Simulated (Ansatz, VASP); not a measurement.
# SnO in VASP and in Ansatz

```
Sn O
1.0
     3.29816    0.00000    0.00000
    -1.64908    2.85629    0.00000
     0.00000    0.00000    9.21637
Sn O
2 2
Direct
  0.33333 0.66667 0.99336
  0.66667 0.33333 0.49336
  0.33333 0.66667 0.38164
  0.66667 0.33333 0.88164
```

Alike in both runs: task single point; functional r2SCAN; k mesh 6 × 6 × 2; no spin polarisation.

|  | VASP | Ansatz |
| --- | --- | --- |
| version | VASP 6.6.1 | Ansatz 0.2.0 |
| potentials or method | VASP PAW PBE potentials, release 64 (Sn_d, O) | plane waves, PAW |
| plane-wave cutoff (eV) | 520 | 500 |
| occupations | gaussian, width 0.01 eV | fixed |
| valence electrons in the cell | 40 | 40 |

```csv
,VASP,Ansatz,Ansatz less VASP
gap on the k mesh at the Fermi level (eV),1.60,1.63,+0.029
```

VASP's potentials were made for PBE, not for r2SCAN.
